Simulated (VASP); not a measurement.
# Pd in VASP: single point with PBEsol

Aim: the single point of Pd with PBEsol.

Program: VASP 6.6.1. These are calculated values, not measurements. Logs are shortened: lines on timing, memory, paths and dates and some standing lists are left out, and cuts for length are marked.

### Step 1. The cell of the first run

The typed cell holds 1 atom: a = 2.801 Å, b = 2.801 Å, c = 2.801 Å, α = 120.00°, β = 120.00°, γ = 90.01°.

### Step 2. Single point, PBEsol

File INCAR:

```
SYSTEM = Pd
PREC = Accurate
ENCUT = 520
EDIFF = 1E-6
ISMEAR = 0
SIGMA = 0.15
LREAL = .False.
LASPH = .True.
NELM = 100
ALGO = Fast
ISIF = 2
LWAVE = .False.
LCHARG = .False.
GGA = PS
NBANDS = 11
```

File KPOINTS:

```
regular mesh
0
Gamma
  24 24 24
  0 0 0
```

File POSCAR:

```
Pd
1.0
   -1.4008136440      1.4008136440      1.9807504925
    1.4008136440     -1.4008136440      1.9807504925
    1.4008136440      1.4008136440     -1.9807504925
Pd
1
Direct
    0.0000000000      0.0000000000      0.0000000000
```

Potentials or basis: VASP PAW PBE potentials, release 64 (Pd).

Command:

```console
> cat potpaw_PBE.64/Pd/POTCAR > POTCAR
> mpirun -np 1 vasp_std > vasp.out
```

OUTCAR:

```text
SYSTEM = Pd
   PREC = Accurate
   ENCUT = 520
   EDIFF = 1E-6
   ISMEAR = 0
   LREAL = .False.
   LASPH = .True.
   NELM = 100
   ISIF = 2
   GGA = PS

 ion  position               nearest neighbor table
   1  0.000  0.000  0.000-

  LATTYP: Found a body centered tetragonal cell.
 ALAT       =     2.8016272880
 C/A-ratio  =     1.4139999999

  Lattice vectors:

 A1 = (  -1.4008136440,   1.4008136440,   1.9807504925)
 A2 = (   1.4008136440,  -1.4008136440,   1.9807504925)
 A3 = (   1.4008136440,   1.4008136440,  -1.9807504925)

Analysis of symmetry for initial positions (statically):
=====================================================================
 Subroutine PRICEL returns:
 Original cell was already a primitive cell.

 Routine SETGRP: Setting up the symmetry group for a
 body centered tetragonal supercell.

 Subroutine GETGRP returns: Found 16 space group operations
 (whereof 16 operations were pure point group operations)
 out of a pool of 16 trial point group operations.

The static configuration has the point symmetry D_4h.

Analysis of symmetry for dynamics (positions and initial velocities):
=====================================================================
 Subroutine PRICEL returns:
 Original cell was already a primitive cell.

 Routine SETGRP: Setting up the symmetry group for a
 body centered tetragonal supercell.

 Subroutine GETGRP returns: Found 16 space group operations
 (whereof 16 operations were pure point group operations)
 out of a pool of 16 trial point group operations.

The dynamic configuration has the point symmetry D_4h.

 Subroutine INISYM returns: Found 16 space group operations
 (whereof 16 operations are pure point group operations),
 and found     1 'primitive' translations

----------------------------------------------------------------------------------------

                                     Primitive cell

  volume of cell :      15.5471

  direct lattice vectors                    reciprocal lattice vectors
    -1.400813644  1.400813644  1.980750492     0.000000000  0.356935415  0.252429572
     1.400813644 -1.400813644  1.980750492     0.356935415  0.000000000  0.252429572
     1.400813644  1.400813644 -1.980750492     0.356935415  0.356935415  0.000000000

  length of vectors
     2.801415757  2.801415757  2.801415757     0.437176829  0.437176829  0.504782905

  position of ions in fractional coordinates (direct lattice)
     0.000000000  0.000000000  0.000000000

  ion indices of the primitive-cell ions
   primitive index   ion index
                 1           1

----------------------------------------------------------------------------------------

 KPOINTS: regular mesh

Automatic generation of k-mesh.
 Grid dimensions read from file:
 generate k-points for:   24   24   24

 Generating k-lattice:

  Cartesian coordinates                     Fractional coordinates (reciprocal lattice)
     0.000000000  0.014872309  0.010517899     0.041666667 -0.000000000  0.000000000
     0.014872309  0.000000000  0.010517899    -0.000000000  0.041666667  0.000000000
     0.014872309  0.014872309  0.000000000     0.000000000  0.000000000  0.041666667

  Length of vectors
     0.018215701  0.018215701  0.021032621

  Shift w.r.t. Gamma in fractional coordinates (k-lattice)
     0.000000000  0.000000000  0.000000000

 Subroutine IBZKPT returns following result:
 ===========================================

 Found   1063 irreducible k-points:

 Following reciprocal coordinates:
            Coordinates               Weight
  0.000000  0.000000  0.000000      1.000000
  0.041667  0.000000  0.000000      8.000000
  0.083333  0.000000 -0.000000      8.000000
  0.125000  0.000000 -0.000000      8.000000
  0.166667  0.000000 -0.000000      8.000000
  0.208333  0.000000  0.000000      8.000000
[... 16 lines left out ...]
  0.416667  0.041667 -0.000000     16.000000
  0.458333  0.041667  0.000000     16.000000
 [... further k-points ...]
   k-points           NKPTS =   1063   k-points in BZ     NKDIM =   1063   number of bands    NBANDS=     11
   number of dos      NEDOS =    301   number of ions     NIONS =      1
   total plane-waves  NPLWV =  13824
   dimension x,y,z NGX =    24 NGY =   24 NGZ =   24
   dimension x,y,z NGXF=    48 NGYF=   48 NGZF=   48
   ions per type =               1
   NGX,Y,Z   is equivalent  to a cutoff of  14.24, 14.24, 14.24 a.u.
   NGXF,Y,Z  is equivalent  to a cutoff of  28.48, 28.48, 28.48 a.u.
 SYSTEM =  Pd
   PREC   = accura    normal or accurate (medium, high low for compatibility)
   ISTART =      0    job   : 0-new  1-cont  2-samecut
   ICHARG =      2    charge: 1-file 2-atom 10-const
   ISPIN  =      1    spin polarized calculation?
   LNONCOLLINEAR =      F non collinear calculations
   LSORBIT =      F    spin-orbit coupling
   LASPH  =      T    aspherical Exc in radial PAW
   ENCUT  =  520.0 eV  38.22 Ry    6.18 a.u.   5.21  5.21  5.21*2*pi/ulx,y,z
   NELM   =    100;   NELMIN=  2; NELMDL= -5     # of ELM steps
   EDIFF  = 0.1E-05   stopping-criterion for ELM
   LREAL  =      F    real-space projection
[... 7 lines left out ...]
   TEBEG  =    0.0;   TEEND  =   0.0 temperature during run
   PSTRESS=    0.0 pullay stress
   NELECT =      10.0000    total number of electrons
   NUPDOWN=      -1.0000    fix difference up-down
   EMIN   =  10.00;   EMAX   =-10.00  energy-range for DOS
   EFERMI =   0.00;   METHOD = LEGACY
   ISMEAR =     0;   SIGMA  =   0.15  broadening in eV -4-tet -1-fermi 0-gaus
   EFERMI_NEDOS =   21; number of points for ismear=-14 and -15
   IALGO  =     68    algorithm
   IMIX   =      4    mixing-type and parameters
     AMIX     =   0.40;   BMIX     =  1.00
     AMIX_MAG =   1.60;   BMIX_MAG =  1.00
  volume/ion in A,a.u.               =      15.55       104.92
  Fermi-wavevector in a.u.,A,eV,Ry     =   1.413160  2.670485 27.171123  1.997021
  Thomas-Fermi vector in A             =   2.534834
   LORBIT       =      0    0 simple, 1 ext, 2 COOP (PROOUT), +10 PAW based schemes
   GGA     = PS    functional components
   LHFCALC =     F    Hartree Fock is set to
   AEXX    =    0.0000 exact exchange contribution
   IVDW    =     0    specifies the selected vdW correction
   LEPSILON=     F    determine dielectric tensor
   LRPA    =     F    only Hartree local field effects (RPA)
 non-spin polarized calculation
 RMM-DIIS sequential band-by-band and
 Gauss-broadening in eV      SIGMA  =   0.15
  energy-cutoff  :      520.00
  volume of cell :       15.55
 maximum number of plane-waves:       444
 NGX is ok and might be reduce to    24
   NGX = 11   NGY = 11   NGZ = 11

 number of electron      10.0000001 magnetization

 Free energy of the ion-electron system (eV)
  ---------------------------------------------------
  ext. energy  EPLUGINS =         0.00000000
  ---------------------------------------------------
  free energy    TOTEN  =        -5.93571871 eV

  energy without entropy =       -5.90905637  energy(sigma->0) =       -5.92238754

 E-fermi :   8.7686     XC(G=0): -13.0553

 val. band max:        8.7661679291   @ k =  -0.4167  -0.4167   0.0417
 cond. band min:       8.7687264096   @ k =   0.5000   0.2083   0.0417
 fundamental gap:      0.0025584806
 Fermi energy:         8.7685564334

 k-point     1 :       0.0000    0.0000    0.0000
  band No.  band energies     occupation
      1       1.9191      2.00000
      2       6.1343      2.00000
      3       6.1343      2.00000
      4       6.1357      2.00000
      5       7.6311      2.00000
      6       7.6325      2.00000
      7      25.8448      0.00000
      8      30.3130      0.00000
      9      30.3130      0.00000
     10      30.3162      0.00000
     11      35.2000      0.00000

 k-point     2 :       0.0417    0.0000    0.0000
  band No.  band energies     occupation
      1       1.9798      2.00000
      2       6.1136      2.00000
      3       6.1551      2.00000
      4       6.1560      2.00000
      5       7.6211      2.00000
      6       7.6225      2.00000
      7      25.9045      0.00000
      8      29.8587      0.00000
      9      30.3767      0.00000
     10      30.3788      0.00000
     11      35.6870      0.00000

 k-point     3 :       0.0833    0.0000   -0.0000
  band No.  band energies     occupation
      1       2.1584      2.00000
      2       6.0559      2.00000
      3       6.2131      2.00000
      4       6.2140      2.00000
      5       7.5960      2.00000
      6       7.5973      2.00000
      7      26.0546      0.00000
      8      28.8234      0.00000
      9      30.5611      0.00000
     10      30.5633      0.00000
     11      35.8354      0.00000

 k-point     4 :       0.1250    0.0000   -0.0000
  band No.  band energies     occupation
      1       2.4437      2.00000
      2       5.9795      2.00000
      3       6.2944      2.00000
      4       6.2953      2.00000
      5       7.5712      2.00000
      6       7.5724      2.00000
      7      26.1488      0.00000
      8      27.6675      0.00000
      9      30.8446      0.00000
     10      30.8466      0.00000
     11      35.1160      0.00000

 k-point     5 :       0.1667    0.0000   -0.0000
  band No.  band energies     occupation
      1       2.8115      2.00000
      2       5.9171      2.00000
      3       6.3732      2.00000
      4       6.3742      2.00000
      5       7.5736      2.00000
      6       7.5745      2.00000
      7      25.5754      0.00000
      8      27.0471      0.00000
      9      31.1839      0.00000
     10      31.1859      0.00000
     11      34.3251      0.00000

 k-point     6 :       0.2083    0.0000    0.0000
  band No.  band energies     occupation
      1       3.2142      2.00000
      2       5.9247      2.00000
      3       6.4175      2.00000
      4       6.4186      2.00000
      5       7.6350      2.00000
      6       7.6357      2.00000
      7      24.2621      0.00000
      8      26.9572      0.00000
      9      31.4955      0.00000
     10      31.4973      0.00000
     11      33.9015      0.00000

 k-point     7 :       0.2500    0.0000   -0.0000
  band No.  band energies     occupation
      1       3.5705      2.00000
      2       6.0894      2.00000
      3       6.4092      2.00000
      4       6.4104      2.00000
      5       7.7710      2.00000
      6       7.7714      2.00000
      7      22.7725      0.00000
      8      26.7803      0.00000
      9      31.6140      0.00000
     10      31.6156      0.00000
     11      34.0513      0.00000

 k-point     8 :       0.2917    0.0000    0.0000
  band No.  band energies     occupation
      1       3.7958      2.00000
      2       6.3577      2.00000
      3       6.3589      2.00000
      4       6.4956      2.00000
      5       7.9659      2.00000
      6       7.9660      2.00000
      7      21.2377      0.00000
      8      26.4533      0.00000
      9      31.3488      0.00000
     10      31.3506      0.00000
     11      34.3079      0.00000
[... 141 lines left out ...]
 k-point    19 :       0.2500    0.0417   -0.0000
  band No.  band energies     occupation
      1       3.7124      2.00000
      2       6.1050      2.00000
      3       6.4160      2.00000
      4       6.4259      2.00000
      5       7.6743      2.00000
      6       8.0422      2.00000
      7      22.2978      0.00000
      8      26.6508      0.00000
      9      30.4269      0.00000
     10      32.7669      0.00000
     11      33.2248      0.00000

 k-point    20 :       0.2917    0.0417   -0.0000
  band No.  band energies     occupation
      1       3.8853      2.00000
      2       6.3091      2.00000
      3       6.3610      2.00000
      4       6.5993      2.00000
      5       7.8911      2.00000
      6       8.2904      1.99999
      7      20.7581      0.00000
      8      26.3077      0.00000
      9      30.0389      0.00000
     10      32.1161      0.00000
     11      33.7762      0.00000

 k-point    21 :       0.3333    0.0417    0.0000
  band No.  band energies     occupation
      1       3.9321      2.00000
      2       6.2452      2.00000
      3       6.2843      2.00000
      4       7.2126      2.00000
      5       8.1314      2.00000
      6       8.5883      1.91079
      7      19.2472      0.00000
      8      25.9380      0.00000
      9      29.5880      0.00000
     10      31.1975      0.00000
     11      34.3992      0.00000

 k-point    22 :       0.3750    0.0417   -0.0000
  band No.  band energies     occupation
      1       3.9161      2.00000
      2       6.1725      2.00000
      3       6.2146      2.00000
      4       7.8380      2.00000
      5       8.3613      1.99988
      6       8.9814      0.04475
      7      17.8303      0.00000
      8      25.6128      0.00000
      9      29.1955      0.00000
     10      30.3766      0.00000
     11      34.8623      0.00000

 k-point    23 :       0.4167    0.0417   -0.0000
  band No.  band energies     occupation
      1       3.8840      2.00000
      2       6.1136      2.00000
      3       6.1632      2.00000
      4       8.2497      2.00000
      5       8.5527      1.95816
      6       9.5288      0.00000
      7      16.6119      0.00000
      8      25.3734      0.00000
      9      28.9379      0.00000
     10      29.7294      0.00000
     11      35.1173      0.00000

 k-point    24 :       0.4583    0.0417    0.0000
  band No.  band energies     occupation
      1       3.8606      2.00000
      2       6.0772      2.00000
      3       6.1362      2.00000
      4       8.4159      1.99912
      5       8.6830      1.58015
      6      10.0325      0.00000
      7      15.7907      0.00000
      8      25.2406      0.00000
      9      28.8634      0.00000
     10      29.2883      0.00000
     11      35.2798      0.00000

 [... further k-points ...]
[... 5 lines left out ...]
  --------------------------------------------------------------------------------------
  -------------------------------------------------------------------------------------
  Total       -1.0957377     -1.0957377     -1.0950244      0.0000000      0.0000000      0.0000000
  in kB     -112.9189180   -112.9189180   -112.8454087      0.0000000      0.0000000      0.0000000
  external PRESSURE =    -112.8944149 kB  Pullay stress =       0.0000000 kB

 VOLUME and BASIS-vectors are now :
 -----------------------------------------------------------------------------
  energy-cutoff  :      520.00
  volume of cell :       15.55
      direct lattice vectors                 reciprocal lattice vectors
    -1.400813644  1.400813644  1.980750492     0.000000000  0.356935415  0.252429572
     1.400813644 -1.400813644  1.980750492     0.356935415  0.000000000  0.252429572
     1.400813644  1.400813644 -1.980750492     0.356935415  0.356935415  0.000000000

 POSITION                                       TOTAL-FORCE (eV/Angst)
 -----------------------------------------------------------------------------------
      0.00000      0.00000      0.00000        -0.000000     -0.000000      0.000000
 -----------------------------------------------------------------------------------
    total drift:                               -0.000000      0.000000      0.000000

  FREE ENERGIE OF THE ION-ELECTRON SYSTEM (eV)
  ---------------------------------------------------
  free  energy   TOTEN  =        -5.9357187077 eV

  energy  without entropy=       -5.9090563660  energy(sigma->0) =       -5.92238754
```

Wall time 1.7 min (1 thread of AMD EPYC 9R45 (Zen 5), shared host); peak memory 0.27 GiB.

Results:

- Free energy: -5.9357 eV
- Pressure: -11.3 GPa
- Band gap on the k mesh: zero (bands 5 and 6 overlap by 1.45 eV)

Caveat: the cell stands under tension; the PAW data sets were made with another functional, which shifts forces and pressure a little.
